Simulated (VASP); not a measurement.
Set up this calculation in VASP 6.6.1, as the native input.

```
Task                   : single point
Functional             : PBE
Potentials or basis    : VASP PAW PBE potentials, release 64 (Nb_sv)
Cutoff                 : 520 eV
k mesh                 : 20 × 20 × 20
Occupations            : gaussian, width 0.15 eV
Spin                   : no spin polarisation
Dipole correction      : no
Further INCAR settings : ALGO = Fast; EDIFF = 1e-06; NBANDS = 12
```

The structure of Nb lies in POSCAR:

```
Nb
1.0
   -1.6639500000      1.7388277500      1.6639500000
    1.6639500000     -1.7388277500      1.6639500000
    1.6639500000      1.7388277500     -1.6639500000
Nb
1
Direct
    0.0000000000      0.0000000000      0.0000000000
```

This cell differs from its parent crystal: strain +0.0450 x Voigt [0, 1, 0, 0, 0, 0].

One way to write it, as run:

INCAR

```
PREC = Accurate
ENCUT = 520
EDIFF = 1E-6
ISMEAR = 0
SIGMA = 0.15
LREAL = F
LASPH = T
NELM = 100
ALGO = Fast
ISIF = 2
LWAVE = F
LCHARG = F
GGA = PE
NBANDS = 12
```

KPOINTS

```
regular mesh
0
Gamma
  20 20 20
```

Potentials or basis: VASP PAW PBE potentials, release 64 (Nb_sv).

Launch:

```bash
$ cat potpaw_PBE.64/Nb_sv/POTCAR > POTCAR
$ mpirun -np 1 vasp_std > vasp.out
```

It gave:

- Pressure: -9.3 GPa
- Band gap on the k mesh: zero (an odd number of electrons rules out a gap without spin polarisation)

Caveat: the cell differs from its parent crystal (strain +0.0450 x Voigt [0, 1, 0, 0, 0, 0]); the cell stands under tension.

Run time: 2.4 min on 1 thread of Intel(R) Xeon(R) Platinum 8488C (Sapphire Rapids), on a shared host, peak memory 0.25 GiB.
